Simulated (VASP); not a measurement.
Input of a VASP 6.6.1 run:

The input POSCAR:

```
LiCl
1.0
    0.0000000000      2.2850564253      3.2310697854
    2.2850564253      0.0000000000      3.2310697854
    2.2850564253      2.2850564253      0.0000000000
Li Cl
1 1
Direct
    0.0000000000      0.0000000000      0.0000000000
    0.5000000000      0.5000000000      0.5000000000
```

File INCAR.step1:

```
ALGO = Normal ; EDIFF = 1E-4
ENCUT = 520 ; GGA = PE
ISMEAR = 0 ; LASPH = T
LCHARG = F ; LREAL = F
LWAVE = T ; NBANDS = 12
NELM = 100 ; PREC = Accurate
SIGMA = 0.05
```

Contents of INCAR.step2:

```
ALGO = Normal ; EDIFF = 1E-6
ENCUT = 520 ; ISIF = 2
ISMEAR = 0 ; ISTART = 1
LASPH = T ; LCHARG = F
LMIXTAU = T ; LREAL = F
LWAVE = F ; METAGGA = R2SCAN
NBANDS = 12 ; NELM = 100
PREC = Accurate ; SIGMA = 0.05
```

Contents of KPOINTS:

```
k-points
0
Gamma
  8 8 8
```

Potentials or basis: VASP PAW PBE potentials, release 64 (Li_sv, Cl).

The run is started by

```console
$ cat potpaw_PBE.64/Li_sv/POTCAR potpaw_PBE.64/Cl/POTCAR > POTCAR
$ cp INCAR.step1 INCAR
$ mpirun -np 1 vasp_std > vasp.out
$ cp INCAR.step2 INCAR
$ mpirun -np 1 vasp_std > vasp.out
```

(1) Predict the band gap on the k mesh.

Results:

(1) 6.64 eV (least direct gap 6.85 eV).
